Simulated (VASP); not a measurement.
# Ge5As (F-43m) in VASP: a series of runs, part 2 of 2

VASP 6.6.1. The steps go on from the part before.

### 3 Single point, PBE

This run uses another cell than the first one, of 20.15 Å³/atom, 0.979 times its volume.

INCAR reads:

```
SYSTEM = Ge5As
ALGO = Normal ; EDIFF = 1E-6
ENCUT = 520 ; GGA = PE
ISIF = 2 ; ISMEAR = 0
LASPH = .TRUE. ; LCHARG = .FALSE.
LREAL = .FALSE. ; LWAVE = .FALSE.
NBANDS = 46 ; NELM = 60
PREC = Accurate ; SIGMA = 0.1
```

KPOINTS reads:

```
k-points
0
G
  8 8 8
  0 0 0
```

POSCAR reads:

```
Ge5As
1.0
    0.0000000000      3.9245404661      3.9245404661
    3.9245404661      0.0000000000      3.9245404661
    3.9245404661      3.9245404661      0.0000000000
Ge As
5 1
Direct
    0.3751778811      0.8749407063      0.8749407063
    0.8749407063      0.8749407063      0.8749407063
    0.2500000000      0.2500000000      0.2500000000
    0.8749407063      0.8749407063      0.3751778811
    0.8749407063      0.3751778811      0.8749407063
    0.5000000000      0.5000000000      0.5000000000
```

Potentials or basis: VASP PAW PBE potentials, release 64 (Ge_d, As).

Run with:

```
$ cat potpaw_PBE.64/Ge_d/POTCAR potpaw_PBE.64/As/POTCAR > POTCAR
$ mpirun -np 1 vasp_std > vasp.out
```

OUTCAR:

```text
SYSTEM = Ge5As
   EDIFF = 1E-6
   ENCUT = 520
   GGA = PE
   ISIF = 2
   ISMEAR = 0
   LASPH = .TRUE.
   LREAL = .FALSE.
   NELM = 60
   PREC = Accurate

 ion  position               nearest neighbor table
   1  0.375  0.875  0.875-   2 2.77   4 2.77   5 2.77   5 2.78   4 2.78   2 2.78
   2  0.875  0.875  0.875-   1 2.77   4 2.77   5 2.77   1 2.78   5 2.78   4 2.78
   3  0.250  0.250  0.250-
   4  0.875  0.875  0.375-   1 2.77   2 2.77   5 2.77   5 2.78   1 2.78   2 2.78
   5  0.875  0.375  0.875-   1 2.77   2 2.77   4 2.77   1 2.78   4 2.78   2 2.78
   6  0.500  0.500  0.500-

  LATTYP: Found a face centered cubic cell.
 ALAT       =     7.8490809322

  Lattice vectors:

 A1 = (   0.0000000000,   3.9245404661,   3.9245404661)
 A2 = (   3.9245404661,   0.0000000000,   3.9245404661)
 A3 = (   3.9245404661,   3.9245404661,   0.0000000000)

Analysis of symmetry for initial positions (statically):
=====================================================================
 Subroutine PRICEL returns:
 Original cell was already a primitive cell.

 Routine SETGRP: Setting up the symmetry group for a
 face centered cubic supercell.

 Subroutine GETGRP returns: Found 24 space group operations
 (whereof 24 operations were pure point group operations)
 out of a pool of 48 trial point group operations.

The static configuration has the point symmetry T_d .

Analysis of symmetry for dynamics (positions and initial velocities):
=====================================================================
 Subroutine PRICEL returns:
 Original cell was already a primitive cell.

 Routine SETGRP: Setting up the symmetry group for a
 face centered cubic supercell.

 Subroutine GETGRP returns: Found 24 space group operations
 (whereof 24 operations were pure point group operations)
[... 124 lines left out ...]
   EFERMI =   0.00;   METHOD = LEGACY
   ISMEAR =     0;   SIGMA  =   0.10  broadening in eV -4-tet -1-fermi 0-gaus
   EFERMI_NEDOS =   21; number of points for ismear=-14 and -15
   IALGO  =     38    algorithm
   IMIX   =      4    mixing-type and parameters
     AMIX     =   0.40;   BMIX     =  1.00
     AMIX_MAG =   1.60;   BMIX_MAG =  1.00
  volume/ion in A,a.u.               =      20.15       135.97
  Fermi-wavevector in a.u.,A,eV,Ry     =   1.396250  2.638529 26.524740  1.949513
  Thomas-Fermi vector in A             =   2.519622
   LORBIT       =      0    0 simple, 1 ext, 2 COOP (PROOUT), +10 PAW based schemes
   GGA     = PE    functional components
   LHFCALC =     F    Hartree Fock is set to
   AEXX    =    0.0000 exact exchange contribution
   IVDW    =     0    specifies the selected vdW correction
   LEPSILON=     F    determine dielectric tensor
   LRPA    =     F    only Hartree local field effects (RPA)
 non-spin polarized calculation
 Gauss-broadening in eV      SIGMA  =   0.10
  energy-cutoff  :      520.00
  volume of cell :      120.89
 maximum number of plane-waves:      3287
 NGX is ok and might be reduce to    42
   NGX = 21   NGY = 21   NGZ = 21

 number of electron      74.9999993 magnetization

 Free energy of the ion-electron system (eV)
  ---------------------------------------------------
  ext. energy  EPLUGINS =         0.00000000
  ---------------------------------------------------
  free energy    TOTEN  =       -24.41162426 eV

  energy without entropy =      -24.39577632  energy(sigma->0) =      -24.40370029

 E-fermi :   6.0743     XC(G=0): -10.8723

 val. band max:        6.0310446574   @ k =  -0.1250   0.1250   0.0000
 cond. band min:       6.0779958137   @ k =  -0.2500   0.5000   0.2500
 fundamental gap:      0.0469511563
 Fermi energy:         6.0742723155

 k-point     1 :       0.0000    0.0000    0.0000
  band No.  band energies     occupation
      1     -18.9226      2.00000
      2     -18.9226      2.00000
      3     -18.9214      2.00000
      4     -18.9214      2.00000
      5     -18.9214      2.00000
      6     -18.8270      2.00000
[... 1165 lines left out ...]
     45       9.9959      0.00000
     46      10.3218      0.00000

 [... further k-points ...]
[... 5 lines left out ...]
  --------------------------------------------------------------------------------------
  -------------------------------------------------------------------------------------
  Total        0.0407254      0.0407254      0.0407254      0.0000000      0.0000000     -0.0000000
  in kB        0.5397337      0.5397337      0.5397337      0.0000000      0.0000000     -0.0000000
  external PRESSURE =       0.5397337 kB  Pullay stress =       0.0000000 kB

 VOLUME and BASIS-vectors are now :
 -----------------------------------------------------------------------------
  energy-cutoff  :      520.00
  volume of cell :      120.89
      direct lattice vectors                 reciprocal lattice vectors
     0.000000000  3.924540466  3.924540466    -0.127403451  0.127403451  0.127403451
     3.924540466  0.000000000  3.924540466     0.127403451 -0.127403451  0.127403451
     3.924540466  3.924540466  0.000000000     0.127403451  0.127403451 -0.127403451

 POSITION                                       TOTAL-FORCE (eV/Angst)
 -----------------------------------------------------------------------------------
      6.86748      4.90614      4.90614        -0.001726      0.001726      0.001726
      6.86748      6.86748      6.86748        -0.001726     -0.001726     -0.001726
      1.96227      1.96227      1.96227         0.000000      0.000000      0.000000
      4.90614      4.90614      6.86748         0.001726      0.001726     -0.001726
      4.90614      6.86748      4.90614         0.001726     -0.001726      0.001726
      3.92454      3.92454      3.92454         0.000000      0.000000      0.000000
 -----------------------------------------------------------------------------------
    total drift:                                0.000000      0.000000     -0.000000

  FREE ENERGIE OF THE ION-ELECTRON SYSTEM (eV)
  ---------------------------------------------------
  free  energy   TOTEN  =       -24.4116242580 eV

  energy  without entropy=      -24.3957763237  energy(sigma->0) =      -24.40370029
```

stdout:

```text
POSCAR found type information on POSCAR GeAs
 POSCAR found :  2 types and       6 ions
 scaLAPACK will be used
 LDA part: xc-table for (Slater+PW92), standard interpolation
 POSCAR, INCAR and KPOINTS ok, starting setup
 FFT: planning ... GRIDC
 FFT: planning ... GRID_SOFT
 FFT: planning ... GRID
 WAVECAR not read
 entering main loop
```

It took 2.5 min on 1 thread of Intel Xeon Platinum 8375C at 2.90GHz (Ice Lake), shared host; peak memory 0.31 GiB.

Results:

```
Free energy : -24.4116 eV
Pressure    : 0.1 GPa
```

Forces in eV/Å, atoms in the order of the input:
```
Ge  -0.002  0.002  0.002
Ge  -0.002 -0.002 -0.002
Ge   0.000  0.000  0.000
Ge   0.002  0.002 -0.002
Ge   0.002 -0.002  0.002
As   0.000  0.000  0.000
```

Levels at points of the mesh, in eV from the Fermi level:
| k point | band 34 | band 35 | band 36 | band 37 | band 38 | band 39 | band 40 | band 41 |
| --- | --- | --- | --- | --- | --- | --- | --- | --- |
| (0.00, 0.00, 0.00) | -4.30 | -4.30 | -1.90 | -1.90 | -1.90 | -1.63 | -1.63 | 3.55 |
| (0.50, 0.00, 0.00) | -3.41 | -1.13 | -0.86 | -0.86 | -0.06 | -0.06 | 1.66 | 2.22 |
| (0.50, 0.50, 0.00) | -1.59 | -1.59 | 0.22 | 0.22 | 0.27 | 0.79 | 0.81 | 1.16 |
